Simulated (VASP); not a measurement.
## S: relaxation of cell and atoms with PBEsol

Crystal: S.

```
CELL_PARAMETERS angstrom
0.00000 1.64686 1.64686
1.64686 0.00000 1.64686
1.64686 1.64686 0.00000
ATOMIC_POSITIONS crystal
S 0.00000 0.00000 0.00000
```

- Program: VASP 6.6.1
- Task: relaxation of cell and atoms
- Functional: PBEsol
- Potentials or basis: VASP PAW PBE potentials, release 64 (S)
- Cutoff: 500 eV
- k mesh: 19 × 19 × 19
- Occupations: fermi-dirac, width 0.05 eV
- Spin: no spin polarisation
- Target pressure: 140 GPa
- Dipole correction: no
- Further INCAR settings: ALGO = Normal; EDIFF = 1e-07; IBRION = 2; EDIFFG = -0.005; NSW = 60; ISIF = 3

* Relaxed volume: 8.85 Å³/atom
* Relaxed cell: a = 2.322 Å, b = 2.322 Å, c = 2.322 Å, α = 60.00°, β = 60.00°, γ = 60.00°
* Space group after relaxing (to 0.05 Å): Fm-3m (No. 225)
* Energy change on relaxing (the enthalpy is what falls): +72.9 meV/atom
* Ionic steps: 3
* Pressure after relaxing: 139.9 GPa
* Band gap on the k mesh: zero (band 3 reaches 26.01 eV, above the bottom of band 4 at 12.14 eV)

Step by step:
| step | energy change (eV) | largest force (eV/Å) | pressure (GPa) | volume (Å³) |
| --- | --- | --- | --- | --- |
| 1 | 0.0000 | 0.0000 | 134.91 | 8.93 |
| 2 | 0.3299 | 0.0000 | 157.64 | 8.57 |
| 3 | 0.0729 | 0.0000 | 139.93 | 8.85 |

Final structure:
```
CELL_PARAMETERS angstrom
0.00000 1.64163 1.64163
1.64163 0.00000 1.64163
1.64163 1.64163 0.00000
ATOMIC_POSITIONS crystal
S 0.00000 0.00000 0.00000
```

Levels at points of the mesh, in eV from the Fermi level:
```csv
k point,band 1,band 2,band 3,band 4,band 5,band 6
"(0.00, 0.00, 0.00)",-24.66,7.78,7.78,7.78,12.22,12.22
```

It took 34 s on 1 thread of Intel Xeon 8259CL (shared host), peak memory 0.13 GiB.

Caveat: the cell is relaxed towards a set pressure, so the enthalpy falls and the energy may rise; the PAW data sets were made with another functional, which shifts forces and pressure a little.
